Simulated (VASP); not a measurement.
# LiH (Fm-3m) in VASP: single point with PBEsol

Aim: the single point of LiH with PBEsol.

All numbers are computed with VASP 6.6.1; they aren't measurements. Logs are shortened: lines on timing, memory, paths and dates and some standing lists are left out, and cuts for length are marked.

## (1) The cell of the first run

The structure is cubic, space group Fm-3m (No. 225). Conventional cell: a = 4.074 Å, b = 4.074 Å, c = 4.074 Å, α = 90.00°, β = 90.00°, γ = 90.00°. Within 2.7 Å of Li (site symmetry m-3m) lie 6 H at 2.04 Å. H (site symmetry m-3m) has 6 Li at 2.04 Å within 2.7 Å.

## (2) Single point, PBEsol

INCAR reads:

```
PREC = Accurate
ENCUT = 520
EDIFF = 1E-6
ISMEAR = 0
SIGMA = 0.01
LREAL = F
LASPH = T
NELM = 80
ALGO = Normal
ISIF = 2
LWAVE = F
LCHARG = F
GGA = PS
NBANDS = 9
```

KPOINTS reads:

```
regular mesh
0
Gamma
  7 7 7
```

POSCAR reads:

```
LiH
1.0
    0.0000000000      2.0367500000      2.0367500000
    2.0367500000      0.0000000000      2.0367500000
    2.0367500000      2.0367500000      0.0000000000
Li H
1 1
Direct
    0.0000000000      0.0000000000      0.0000000000
    0.5000000000      0.5000000000      0.5000000000
```

Potentials or basis: VASP PAW PBE potentials, release 64 (Li_sv, H).

On the command line:

```console
$ cat potpaw_PBE.64/Li_sv/POTCAR potpaw_PBE.64/H/POTCAR > POTCAR
$ mpirun -np 1 vasp_std > vasp.out
```

OUTCAR:

```text
PREC = Accurate
   ENCUT = 520
   EDIFF = 1E-6
   ISMEAR = 0
   LREAL = F
   LASPH = T
   NELM = 80
   ISIF = 2
   GGA = PS

 ion  position               nearest neighbor table
   1  0.000  0.000  0.000-
   2  0.500  0.500  0.500-

  LATTYP: Found a face centered cubic cell.
 ALAT       =     4.0735000000

  Lattice vectors:

 A1 = (   0.0000000000,   2.0367500000,   2.0367500000)
 A2 = (   2.0367500000,   0.0000000000,   2.0367500000)
 A3 = (   2.0367500000,   2.0367500000,   0.0000000000)

Analysis of symmetry for initial positions (statically):
=====================================================================
 Subroutine PRICEL returns:
 Original cell was already a primitive cell.

 Routine SETGRP: Setting up the symmetry group for a
 face centered cubic supercell.

 Subroutine GETGRP returns: Found 48 space group operations
 (whereof 48 operations were pure point group operations)
 out of a pool of 48 trial point group operations.

The static configuration has the point symmetry O_h .

Analysis of symmetry for dynamics (positions and initial velocities):
=====================================================================
 Subroutine PRICEL returns:
 Original cell was already a primitive cell.

 Routine SETGRP: Setting up the symmetry group for a
 face centered cubic supercell.

 Subroutine GETGRP returns: Found 48 space group operations
 (whereof 48 operations were pure point group operations)
 out of a pool of 48 trial point group operations.

The dynamic configuration has the point symmetry O_h .

 Subroutine INISYM returns: Found 48 space group operations
 (whereof 48 operations are pure point group operations),
 and found     1 'primitive' translations

----------------------------------------------------------------------------------------

                                     Primitive cell

  volume of cell :      16.8983

  direct lattice vectors                    reciprocal lattice vectors
     0.000000000  2.036750000  2.036750000    -0.245489137  0.245489137  0.245489137
     2.036750000  0.000000000  2.036750000     0.245489137 -0.245489137  0.245489137
     2.036750000  2.036750000  0.000000000     0.245489137  0.245489137 -0.245489137

  length of vectors
     2.880399473  2.880399473  2.880399473     0.425199658  0.425199658  0.425199658

  position of ions in fractional coordinates (direct lattice)
     0.000000000  0.000000000  0.000000000
     0.500000000  0.500000000  0.500000000

  ion indices of the primitive-cell ions
   primitive index   ion index
                 1           1
                 2           2

----------------------------------------------------------------------------------------

 KPOINTS: regular mesh

Automatic generation of k-mesh.
 Grid dimensions read from file:
 generate k-points for:    7    7    7

 Generating k-lattice:

  Cartesian coordinates                     Fractional coordinates (reciprocal lattice)
    -0.035069877  0.035069877  0.035069877     0.142857143  0.000000000  0.000000000
     0.035069877 -0.035069877  0.035069877     0.000000000  0.142857143  0.000000000
     0.035069877  0.035069877 -0.035069877     0.000000000  0.000000000  0.142857143

  Length of vectors
     0.060742808  0.060742808  0.060742808

  Shift w.r.t. Gamma in fractional coordinates (k-lattice)
     0.000000000  0.000000000  0.000000000

 Subroutine IBZKPT returns following result:
 ===========================================

 Found     20 irreducible k-points:

 Following reciprocal coordinates:
            Coordinates               Weight
  0.000000  0.000000  0.000000      1.000000
  0.142857  0.000000  0.000000      8.000000
  0.285714  0.000000  0.000000      8.000000
  0.428571  0.000000  0.000000      8.000000
  0.142857  0.142857  0.000000      6.000000
  0.285714  0.142857  0.000000     24.000000
[... 12 lines left out ...]
 -0.428571  0.428571  0.142857     24.000000
 -0.285714  0.428571  0.142857     24.000000
   k-points           NKPTS =     20   k-points in BZ     NKDIM =     20   number of bands    NBANDS=      9
   number of dos      NEDOS =    301   number of ions     NIONS =      2
   total plane-waves  NPLWV =  13824
   dimension x,y,z NGX =    24 NGY =   24 NGZ =   24
   dimension x,y,z NGXF=    48 NGYF=   48 NGZF=   48
   ions per type =               1   1
   NGX,Y,Z   is equivalent  to a cutoff of  13.85, 13.85, 13.85 a.u.
   NGXF,Y,Z  is equivalent  to a cutoff of  27.70, 27.70, 27.70 a.u.
 SYSTEM =  unknown system
   PREC   = accura    normal or accurate (medium, high low for compatibility)
   ISTART =      0    job   : 0-new  1-cont  2-samecut
   ICHARG =      2    charge: 1-file 2-atom 10-const
   ISPIN  =      1    spin polarized calculation?
   LNONCOLLINEAR =      F non collinear calculations
   LSORBIT =      F    spin-orbit coupling
   LASPH  =      T    aspherical Exc in radial PAW
   ENCUT  =  520.0 eV  38.22 Ry    6.18 a.u.   5.36  5.36  5.36*2*pi/ulx,y,z
   NELM   =     80;   NELMIN=  2; NELMDL= -5     # of ELM steps
   EDIFF  = 0.1E-05   stopping-criterion for ELM
   LREAL  =      F    real-space projection
   EDIFFG = 0.1E-04   stopping-criterion for IOM
   NSW    =      0    number of steps for IOM
   IBRION =     -1    ionic relax: 0-MD 1-quasi-New 2-CG
   NFREE  =      0    steps in history (QN), initial steepest desc. (CG)
   ISIF   =      2    stress and relaxation
   ISYM   =      2    0-nonsym 1-usesym 2-fastsym
   POTIM  = 0.5000    time-step for ionic-motion
   TEBEG  =    0.0;   TEEND  =   0.0 temperature during run
   PSTRESS=    0.0 pullay stress
   NELECT =       4.0000    total number of electrons
   NUPDOWN=      -1.0000    fix difference up-down
   EMIN   =  10.00;   EMAX   =-10.00  energy-range for DOS
   EFERMI =   0.00;   METHOD = LEGACY
   ISMEAR =     0;   SIGMA  =   0.01  broadening in eV -4-tet -1-fermi 0-gaus
   EFERMI_NEDOS =   21; number of points for ismear=-14 and -15
   IALGO  =     38    algorithm
   IMIX   =      4    mixing-type and parameters
     AMIX     =   0.40;   BMIX     =  1.00
     AMIX_MAG =   1.60;   BMIX_MAG =  1.00
  volume/ion in A,a.u.               =       8.45        57.02
  Fermi-wavevector in a.u.,A,eV,Ry     =   1.012699  1.913724 13.953585  1.025560
  Thomas-Fermi vector in A             =   2.145824
   LORBIT       =      0    0 simple, 1 ext, 2 COOP (PROOUT), +10 PAW based schemes
   GGA     = PS    functional components
   LHFCALC =     F    Hartree Fock is set to
   AEXX    =    0.0000 exact exchange contribution
   IVDW    =     0    specifies the selected vdW correction
   LEPSILON=     F    determine dielectric tensor
   LRPA    =     F    only Hartree local field effects (RPA)
 non-spin polarized calculation
 Gauss-broadening in eV      SIGMA  =   0.01
  energy-cutoff  :      520.00
  volume of cell :       16.90
 maximum number of plane-waves:       467
 NGX is ok and might be reduce to    24
   NGX = 11   NGY = 11   NGZ = 11

 number of electron       3.9999999 magnetization

 Free energy of the ion-electron system (eV)
  ---------------------------------------------------
  ext. energy  EPLUGINS =         0.00000000
  ---------------------------------------------------
  free energy    TOTEN  =        -6.11249608 eV

  energy without entropy =       -6.11249608  energy(sigma->0) =       -6.11249608

 E-fermi :  -0.0789     XC(G=0):  -8.4566

 val. band max:       -0.1811034839   @ k =  -0.4286   0.4286   0.0000
 cond. band min:       3.0836771259   @ k =  -0.4286   0.4286   0.0000
 fundamental gap:      3.2647806098
 Fermi energy:        -0.0789365695

 k-point     1 :       0.0000    0.0000    0.0000
  band No.  band energies     occupation
      1     -43.8117      2.00000
      2      -5.4240      2.00000
      3      15.4191      0.00000
      4      17.1921      0.00000
      5      17.1921      0.00000
      6      17.1921      0.00000
      7      21.7057      0.00000
      8      21.7058      0.00000
      9      21.7058      0.00000

 k-point     2 :       0.1429    0.0000    0.0000
  band No.  band energies     occupation
      1     -43.8040      2.00000
      2      -5.0702      2.00000
      3      12.7092      0.00000
      4      15.6594      0.00000
      5      16.5349      0.00000
      6      16.5349      0.00000
      7      21.3742      0.00000
      8      23.0156      0.00000
      9      23.0156      0.00000

 k-point     3 :       0.2857    0.0000    0.0000
  band No.  band energies     occupation
      1     -43.7864      2.00000
      2      -4.0734      2.00000
      3       8.1691      0.00000
      4      14.1007      0.00000
      5      15.8542      0.00000
      6      15.8542      0.00000
      7      20.6290      0.00000
      8      20.6290      0.00000
      9      23.2099      0.00000

 k-point     4 :       0.4286    0.0000    0.0000
  band No.  band energies     occupation
      1     -43.7723      2.00000
      2      -2.8715      2.00000
      3       5.0155      0.00000
      4      13.2093      0.00000
      5      15.7759      0.00000
      6      15.7759      0.00000
      7      18.6564      0.00000
      8      18.6564      0.00000
      9      25.6417      0.00000

 k-point     5 :       0.1429    0.1429    0.0000
  band No.  band energies     occupation
      1     -43.8014      2.00000
      2      -4.9415      2.00000
      3      13.2586      0.00000
      4      14.6166      0.00000
      5      14.6166      0.00000
      6      17.9283      0.00000
      7      17.9311      0.00000
      8      23.6663      0.00000
      9      25.4258      0.00000

 k-point     6 :       0.2857    0.1429    0.0000
  band No.  band energies     occupation
      1     -43.7872      2.00000
      2      -4.1190      2.00000
      3       9.6158      0.00000
      4      12.6131      0.00000
      5      13.4678      0.00000
      6      16.9313      0.00000
      7      19.2377      0.00000
      8      22.9319      0.00000
      9      25.1001      0.00000
[... 121 lines left out ...]
 k-point    17 :       0.4286    0.2857    0.1429
  band No.  band energies     occupation
      1     -43.7742      2.00000
      2      -3.0760      2.00000
      3       8.0789      0.00000
      4       8.8173      0.00000
      5      13.0046      0.00000
      6      16.6873      0.00000
      7      19.5177      0.00000
      8      23.5044      0.00000
      9      27.1649      0.00000

 k-point    18 :      -0.4286    0.2857    0.1429
  band No.  band energies     occupation
      1     -43.7638      2.00000
      2      -1.7654      2.00000
      3       5.2770      0.00000
      4       7.7462      0.00000
      5      12.3835      0.00000
      6      16.0648      0.00000
      7      22.1331      0.00000
      8      24.3014      0.00000
      9      26.7864      0.00000

 k-point    19 :      -0.4286    0.4286    0.1429
  band No.  band energies     occupation
      1     -43.7595      2.00000
      2      -0.8693      2.00000
      3       4.3601      0.00000
      4       7.3790      0.00000
      5      11.0620      0.00000
      6      16.6669      0.00000
      7      18.0988      0.00000
      8      27.2928      0.00000
      9      30.2380      0.00000

 k-point    20 :      -0.2857    0.4286    0.1429
  band No.  band energies     occupation
      1     -43.7583      2.00000
      2      -0.5742      2.00000
      3       4.5321      0.00000
      4       5.9418      0.00000
      5      11.4108      0.00000
      6      16.4411      0.00000
      7      22.0944      0.00000
      8      25.2614      0.00000
      9      26.8111      0.00000

------------------------ aborting loop because EDIFF is reached ----------------------------------------

  FORCE on cell =-STRESS in cart. coord.  units (eV):
  Direction    XX          YY          ZZ          XY          YZ          ZX
  --------------------------------------------------------------------------------------
  -------------------------------------------------------------------------------------
  Total       -0.2592236     -0.2592236     -0.2592236      0.0000000     -0.0000000     -0.0000000
  in kB      -24.5777359    -24.5777359    -24.5777359      0.0000000     -0.0000000     -0.0000000
  external PRESSURE =     -24.5777359 kB  Pullay stress =       0.0000000 kB

 VOLUME and BASIS-vectors are now :
 -----------------------------------------------------------------------------
  energy-cutoff  :      520.00
  volume of cell :       16.90
      direct lattice vectors                 reciprocal lattice vectors
     0.000000000  2.036750000  2.036750000    -0.245489137  0.245489137  0.245489137
     2.036750000  0.000000000  2.036750000     0.245489137 -0.245489137  0.245489137
     2.036750000  2.036750000  0.000000000     0.245489137  0.245489137 -0.245489137

 POSITION                                       TOTAL-FORCE (eV/Angst)
 -----------------------------------------------------------------------------------
      0.00000      0.00000      0.00000         0.000000      0.000000      0.000000
      2.03675      2.03675      2.03675        -0.000000     -0.000000     -0.000000
 -----------------------------------------------------------------------------------
    total drift:                                0.000000     -0.000000     -0.000000

  FREE ENERGIE OF THE ION-ELECTRON SYSTEM (eV)
  ---------------------------------------------------
  free  energy   TOTEN  =        -6.1124960782 eV

  energy  without entropy=       -6.1124960782  energy(sigma->0) =       -6.11249608
```

Run time: 2.8 s. Hardware: 1 thread of Intel Xeon 6975P-C, shared host; peak memory 0.13 GiB.

What came out:

- Free energy: -6.1125 eV
- Band gap on the k mesh: 3.26 eV, direct

Caveat: the cutoff is under 1.25 times the usual one of these potentials, so pressure, stress and relaxed cells hold a basis-set (Pulay) error; the PAW data sets were made with another functional, which shifts forces and pressure a little.
